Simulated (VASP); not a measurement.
# HfC (Fm-3m) in VASP: notebook

The runs below take HfC through single point, relaxation of cell and atoms, with PBE.

All numbers are computed with VASP 6.6.1; they aren't measurements. Logs are shortened: lines on timing, memory, paths and dates and some standing lists are left out, and cuts for length are marked.

## Step 1: The cell of the first run

It takes space group Fm-3m (No. 225, cubic). Conventional cell: a = 4.652 Å, b = 4.652 Å, c = 4.652 Å, α = 90.00°, β = 90.00°, γ = 90.00°. Hf (site symmetry m-3m) has 6 C at 2.33 Å within 3.1 Å. Within 3.1 Å of C (site symmetry m-3m) lie 6 Hf at 2.33 Å.

## Step 2: Single point, PBE

Input file INCAR:

```
SYSTEM = HfC
ALGO = Normal ; EDIFF = 1E-6
ENCUT = 520 ; GGA = PE
ISIF = 2 ; ISMEAR = 0
LASPH = .TRUE. ; LCHARG = .FALSE.
LREAL = .FALSE. ; LWAVE = .FALSE.
NBANDS = 14 ; NELM = 80
PREC = Accurate ; SIGMA = 0.1
```

Input file KPOINTS:

```
k-points
0
G
  16 16 16
  0 0 0
```

Input file POSCAR:

```
HfC
1.0
    0.0000000000      2.3257918014      2.3257918014
    2.3257918014      0.0000000000      2.3257918014
    2.3257918014      2.3257918014      0.0000000000
Hf C
1 1
Direct
    0.0000000000      0.0000000000      0.0000000000
    0.5000000000      0.5000000000      0.5000000000
```

Potentials or basis: VASP PAW PBE potentials, release 64 (Hf_pv, C).

Launch:

```sh
$ cat potpaw_PBE.64/Hf_pv/POTCAR potpaw_PBE.64/C/POTCAR > POTCAR
$ mpirun -np 1 vasp_std > vasp.out
```

OUTCAR:

```text
SYSTEM = HfC
   EDIFF = 1E-6
   ENCUT = 520
   GGA = PE
   ISIF = 2
   ISMEAR = 0
   LASPH = .TRUE.
   LREAL = .FALSE.
   NELM = 80
   PREC = Accurate

 ion  position               nearest neighbor table
   1  0.000  0.000  0.000-   2 2.33   2 2.33   2 2.33   2 2.33   2 2.33   2 2.33
   2  0.500  0.500  0.500-   1 2.33   1 2.33   1 2.33   1 2.33   1 2.33   1 2.33

  LATTYP: Found a face centered cubic cell.
 ALAT       =     4.6515836028

  Lattice vectors:

 A1 = (   0.0000000000,   2.3257918014,   2.3257918014)
 A2 = (   2.3257918014,   0.0000000000,   2.3257918014)
 A3 = (   2.3257918014,   2.3257918014,   0.0000000000)

Analysis of symmetry for initial positions (statically):
=====================================================================
 Subroutine PRICEL returns:
 Original cell was already a primitive cell.

 Routine SETGRP: Setting up the symmetry group for a
 face centered cubic supercell.

 Subroutine GETGRP returns: Found 48 space group operations
[... 9 lines left out ...]

 Routine SETGRP: Setting up the symmetry group for a
 face centered cubic supercell.

 Subroutine GETGRP returns: Found 48 space group operations
[... 11 lines left out ...]
                                     Primitive cell

  volume of cell :      25.1618

  direct lattice vectors                    reciprocal lattice vectors
     0.000000000  2.325791801  2.325791801    -0.214980550  0.214980550  0.214980550
     2.325791801  0.000000000  2.325791801     0.214980550 -0.214980550  0.214980550
     2.325791801  2.325791801  0.000000000     0.214980550  0.214980550 -0.214980550

  length of vectors
     3.289166309  3.289166309  3.289166309     0.372357235  0.372357235  0.372357235

  position of ions in fractional coordinates (direct lattice)
     0.000000000  0.000000000  0.000000000
     0.500000000  0.500000000  0.500000000

  ion indices of the primitive-cell ions
   primitive index   ion index
                 1           1
                 2           2

----------------------------------------------------------------------------------------

 KPOINTS: k-points

Automatic generation of k-mesh.
 Grid dimensions read from file:
 generate k-points for:   16   16   16

 Generating k-lattice:

  Cartesian coordinates                     Fractional coordinates (reciprocal lattice)
    -0.013436284  0.013436284  0.013436284     0.062500000  0.000000000  0.000000000
     0.013436284 -0.013436284  0.013436284     0.000000000  0.062500000  0.000000000
     0.013436284  0.013436284 -0.013436284     0.000000000  0.000000000  0.062500000
[... 60 lines left out ...]
   NSW    =      0    number of steps for IOM
   IBRION =     -1    ionic relax: 0-MD 1-quasi-New 2-CG
   NFREE  =      0    steps in history (QN), initial steepest desc. (CG)
   ISIF   =      2    stress and relaxation
   ISYM   =      2    0-nonsym 1-usesym 2-fastsym
   POTIM  = 0.5000    time-step for ionic-motion
   TEBEG  =    0.0;   TEEND  =   0.0 temperature during run
   PSTRESS=    0.0 pullay stress
   NELECT =      14.0000    total number of electrons
   NUPDOWN=      -1.0000    fix difference up-down
   EMIN   =  10.00;   EMAX   =-10.00  energy-range for DOS
   EFERMI =   0.00;   METHOD = LEGACY
   ISMEAR =     0;   SIGMA  =   0.10  broadening in eV -4-tet -1-fermi 0-gaus
   EFERMI_NEDOS =   21; number of points for ismear=-14 and -15
   IALGO  =     38    algorithm
   IMIX   =      4    mixing-type and parameters
     AMIX     =   0.40;   BMIX     =  1.00
     AMIX_MAG =   1.60;   BMIX_MAG =  1.00
  volume/ion in A,a.u.               =      12.58        84.90
  Fermi-wavevector in a.u.,A,eV,Ry     =   1.346491  2.544498 24.667867  1.813037
  Thomas-Fermi vector in A             =   2.474318
   LORBIT       =      0    0 simple, 1 ext, 2 COOP (PROOUT), +10 PAW based schemes
   GGA     = PE    functional components
   LHFCALC =     F    Hartree Fock is set to
   AEXX    =    0.0000 exact exchange contribution
   IVDW    =     0    specifies the selected vdW correction
   LEPSILON=     F    determine dielectric tensor
   LRPA    =     F    only Hartree local field effects (RPA)
 non-spin polarized calculation
 Gauss-broadening in eV      SIGMA  =   0.10
  energy-cutoff  :      520.00
  volume of cell :       25.16
 maximum number of plane-waves:       700
   NGX = 13   NGY = 13   NGZ = 13

 number of electron      14.0000000 magnetization

 Free energy of the ion-electron system (eV)
  ---------------------------------------------------
  ext. energy  EPLUGINS =         0.00000000
  ---------------------------------------------------
  free energy    TOTEN  =       -21.04583701 eV

  energy without entropy =      -21.04371267  energy(sigma->0) =      -21.04477484

 E-fermi :   5.9245     XC(G=0): -12.2802

 val. band max:        5.9021411711   @ k =   0.4375   0.3750   0.0000
 cond. band min:       5.9275871689   @ k =   0.1250   0.1250   0.0000
 fundamental gap:      0.0254459979
 Fermi energy:         5.9244664108

 k-point     1 :       0.0000    0.0000    0.0000
  band No.  band energies     occupation
      1     -23.6319      2.00000
      2     -23.6319      2.00000
      3     -23.6319      2.00000
      4      -6.3582      2.00000
      5       6.9454      0.00000
      6       6.9454      0.00000
      7       6.9454      0.00000
      8       7.3365      0.00000
      9       7.3365      0.00000
     10       7.3365      0.00000
     11       9.3328      0.00000
     12       9.3328      0.00000
     13      12.7619      0.00000
     14      16.9432      0.00000
[... 377 lines left out ...]
      1     -23.6971      2.00000
      2     -23.6499      2.00000
      3     -23.6339      2.00000
      4      -6.0998      2.00000
      5       5.5583      2.00000
      6       5.8621      1.62187
      7       5.9799      0.43317
      8       7.4973      0.00000
      9       8.1477      0.00000
     10       8.1543      0.00000
     11       9.9203      0.00000
     12      10.8169      0.00000
     13      13.3636      0.00000
     14      17.6637      0.00000

 [... further k-points ...]
[... 5 lines left out ...]
  --------------------------------------------------------------------------------------
  -------------------------------------------------------------------------------------
  Total       -0.1069884     -0.1069884     -0.1069884      0.0000000     -0.0000000     -0.0000000
  in kB       -6.8124758     -6.8124758     -6.8124758      0.0000000     -0.0000000     -0.0000000
  external PRESSURE =      -6.8124758 kB  Pullay stress =       0.0000000 kB

 VOLUME and BASIS-vectors are now :
 -----------------------------------------------------------------------------
  energy-cutoff  :      520.00
  volume of cell :       25.16
      direct lattice vectors                 reciprocal lattice vectors
     0.000000000  2.325791801  2.325791801    -0.214980550  0.214980550  0.214980550
     2.325791801  0.000000000  2.325791801     0.214980550 -0.214980550  0.214980550
     2.325791801  2.325791801  0.000000000     0.214980550  0.214980550 -0.214980550

 POSITION                                       TOTAL-FORCE (eV/Angst)
 -----------------------------------------------------------------------------------
      0.00000      0.00000      0.00000        -0.000000      0.000000      0.000000
      2.32579      2.32579      2.32579         0.000000     -0.000000     -0.000000
 -----------------------------------------------------------------------------------
    total drift:                                0.000000     -0.000000     -0.000000

  FREE ENERGIE OF THE ION-ELECTRON SYSTEM (eV)
  ---------------------------------------------------
  free  energy   TOTEN  =       -21.0458370140 eV

  energy  without entropy=      -21.0437126656  energy(sigma->0) =      -21.04477484
```

stdout:

```text
POSCAR found type information on POSCAR HfC
 POSCAR found :  2 types and       2 ions
 scaLAPACK will be used
 LDA part: xc-table for (Slater+PW92), standard interpolation
 POSCAR, INCAR and KPOINTS ok, starting setup
 FFT: planning ... GRIDC
 FFT: planning ... GRID_SOFT
 FFT: planning ... GRID
 WAVECAR not read
 entering main loop
```

Run time: 12 s. Hardware: 1 thread of Intel Xeon 6975P-C (Granite Rapids), shared host; peak memory 0.17 GiB.

Results:

* Free energy: -21.0458 eV
* Pressure: -0.7 GPa
* Band gap on the k mesh: zero (band 7 reaches 6.95 eV, above the bottom of band 8 at 5.52 eV)

Levels at points of the mesh, in eV from the Fermi level:
```tsv
k point	band 4	band 5	band 6	band 7	band 8	band 9	band 10	band 11
(0.00, 0.00, 0.00)	-12.28	1.02	1.02	1.02	1.41	1.41	1.41	3.41
(0.50, 0.00, 0.00)	-8.55	-6.11	-2.96	-2.96	5.33	5.33	5.80	6.57
(0.50, 0.50, 0.00)	-10.38	-2.57	-1.75	-0.08	-0.08	5.32	6.75	6.75
```

Caveat: spin-orbit coupling is left out, which moves the levels of the heavy elements.

## Step 3: Relaxation of cell and atoms, PBE

This run uses another cell than the first one, of 12.44 Å³/atom, 0.989 times its volume.

Input file INCAR:

```
SYSTEM = HfC
  PREC = Accurate
  ENCUT = 600
  EDIFF = 1E-6
  ISMEAR = 0
  SIGMA = 0.1
  LREAL = .False.
  LASPH = .True.
  NELM = 60
  ALGO = Normal
  ISIF = 3
  LWAVE = .False.
  LCHARG = .False.
  GGA = PE
  IBRION = 2
  NSW = 100
  EDIFFG = -0.005
```

Input file KPOINTS:

```
regular mesh
0
Gamma
  16 16 16
  0 0 0
```

Input file POSCAR:

```
HfC
1.0
    0.0000000000      2.3171388429      2.3171388429
    2.3171388429      0.0000000000      2.3171388429
    2.3171388429      2.3171388429      0.0000000000
Hf C
1 1
Direct
    0.0000000000      0.0000000000      0.0000000000
    0.5000000000      0.5000000000      0.5000000000
```

Potentials or basis: VASP PAW PBE potentials, release 64 (Hf_pv, C).

Launch:

```sh
$ cat potpaw_PBE.64/Hf_pv/POTCAR potpaw_PBE.64/C/POTCAR > POTCAR
$ mpirun -np 1 vasp_std > vasp.out
```

OUTCAR:

```text
SYSTEM = HfC
   PREC = Accurate
   ENCUT = 600
   EDIFF = 1E-6
   ISMEAR = 0
   LREAL = .False.
   LASPH = .True.
   NELM = 60
   ISIF = 3
   GGA = PE
   IBRION = 2
   NSW = 100
   EDIFFG = -0.005

 ion  position               nearest neighbor table
   1  0.000  0.000  0.000-   2 2.32   2 2.32   2 2.32   2 2.32   2 2.32   2 2.32
   2  0.500  0.500  0.500-   1 2.32   1 2.32   1 2.32   1 2.32   1 2.32   1 2.32

  LATTYP: Found a face centered cubic cell.
 ALAT       =     4.6342776858

  Lattice vectors:

 A1 = (   0.0000000000,   2.3171388429,   2.3171388429)
 A2 = (   2.3171388429,   0.0000000000,   2.3171388429)
 A3 = (   2.3171388429,   2.3171388429,   0.0000000000)

Analysis of symmetry for initial positions (statically):
=====================================================================
 Subroutine PRICEL returns:
 Original cell was already a primitive cell.

 Routine SETGRP: Setting up the symmetry group for a
 face centered cubic supercell.

 Subroutine GETGRP returns: Found 48 space group operations
[... 9 lines left out ...]

 Routine SETGRP: Setting up the symmetry group for a
 face centered cubic supercell.

[... 162 lines left out ...]
  Total        0.3029395      0.3029395      0.3029395      0.0000000      0.0000000      0.0000000
  in kB       19.5065406     19.5065406     19.5065406      0.0000000      0.0000000      0.0000000
  external PRESSURE =      19.5065406 kB  Pullay stress =       0.0000000 kB
[... 59 lines left out ...]
--------------------------------------- Ionic step        3  -------------------------------------------

 number of electron      14.0000000 magnetization

 Free energy of the ion-electron system (eV)
  ---------------------------------------------------
  ext. energy  EPLUGINS =         0.00000000
  ---------------------------------------------------
  free energy    TOTEN  =       -21.04696658 eV

  energy without entropy =      -21.04483292  energy(sigma->0) =      -21.04589975

 E-fermi :   5.9485     XC(G=0): -12.2956

 val. band max:        5.9277806939   @ k =   0.4375   0.3750   0.0000
 cond. band min:       5.9507409975   @ k =   0.1250   0.1250   0.0000
 fundamental gap:      0.0229603036
 Fermi energy:         5.9484838477

 k-point     1 :       0.0000    0.0000    0.0000
  band No.  band energies     occupation
      1     -23.5938      2.00000
      2     -23.5938      2.00000
      3     -23.5938      2.00000
      4      -6.3502      2.00000
      5       6.9716      0.00000
      6       6.9716      0.00000
      7       6.9716      0.00000
      8       7.3610      0.00000
      9       7.3610      0.00000
     10       7.3610      0.00000
     11       9.3662      0.00000
[... 309 lines left out ...]
 k-point    24 :      -0.0625    0.0625    0.0000
  band No.  band energies     occupation
      1     -23.6598      2.00000
      2     -23.6120      2.00000
      3     -23.5957      2.00000
      4      -6.0904      2.00000
      5       5.5813      2.00000
      6       5.8845      1.63434
      7       6.0023      0.44641
      8       7.5225      0.00000
      9       8.1755      0.00000
     10       8.1824      0.00000
     11       9.9566      0.00000

 [... further k-points ...]
[... 5 lines left out ...]
  --------------------------------------------------------------------------------------
  -------------------------------------------------------------------------------------
  Total        0.0012767      0.0012767      0.0012767      0.0000000      0.0000000     -0.0000000
  in kB        0.0815517      0.0815517      0.0815517      0.0000000      0.0000000     -0.0000000
  external PRESSURE =       0.0815517 kB  Pullay stress =       0.0000000 kB
[... 17 lines left out ...]
  FREE ENERGIE OF THE ION-ELECTRON SYSTEM (eV)
  ---------------------------------------------------
  free  energy   TOTEN  =       -21.0469665834 eV

  energy  without entropy=      -21.0448329212  energy(sigma->0) =      -21.04589975

 reached required accuracy - stopping structural energy minimisation
```

CONTCAR:

```text
HfC
   1.00000000000000
     0.0000000000000000    2.3233549010756400    2.3233549010756400
     2.3233549010756400    0.0000000000000000    2.3233549010756400
     2.3233549010756400    2.3233549010756400    0.0000000000000000
  Hf              C
     1     1
Direct
     0.0000000000000000    0.0000000000000000    0.0000000000000000
     0.5000000000000000    0.5000000000000000    0.5000000000000000

  0.00000000E+00  0.00000000E+00  0.00000000E+00
  0.00000000E+00  0.00000000E+00  0.00000000E+00
```

Run time: 42 s. Hardware: 1 thread of Intel Xeon 6975P-C (Granite Rapids), shared host; peak memory 0.2 GiB.

What came out:

* Free energy: -21.0470 eV
* Relaxed volume: 12.54 Å³/atom
* Relaxed cell: a = 3.286 Å, b = 3.286 Å, c = 3.286 Å, α = 60.00°, β = 60.00°, γ = 60.00°
* Space group after relaxing (to 0.05 Å): Fm-3m (No. 225)
* Energy gained by relaxing: 0.6 meV/atom
* Ionic steps: 3
* Pressure after relaxing: 0.0 GPa
* Band gap on the k mesh: zero (band 7 reaches 6.97 eV, above the bottom of band 8 at 5.55 eV)

The path:
| step | energy change (eV) | largest force (eV/Å) | pressure (GPa) | volume (Å³) |
| --- | --- | --- | --- | --- |
| 1 | 0.0000 | 0.0000 | 1.95 | 24.88 |
| 2 | 0.0024 | 0.0000 | -3.24 | 25.43 |
| 3 | -0.0012 | 0.0000 | 0.01 | 25.08 |

Final structure:
```xyz
2
Lattice="0.0000 2.3234 2.3234 2.3234 0.0000 2.3234 2.3234 2.3234 0.0000" Properties=species:S:1:pos:R:3 pbc="T T T"
Hf    0.0000    0.0000    0.0000
C     2.3234    2.3234    2.3234
```

Levels at points of the mesh, in eV from the Fermi level:
| k point | band 5 | band 6 | band 7 | band 8 | band 9 | band 10 |
| --- | --- | --- | --- | --- | --- | --- |
| (0.00, 0.00, 0.00) | 1.02 | 1.02 | 1.02 | 1.41 | 1.41 | 1.41 |
| (0.50, 0.00, 0.00) | -6.13 | -2.97 | -2.97 | 5.35 | 5.35 | 5.82 |
| (0.50, 0.50, 0.00) | -2.56 | -1.76 | -0.07 | -0.07 | 5.34 | 6.77 |

Caveat: spin-orbit coupling is left out, which moves the levels of the heavy elements.
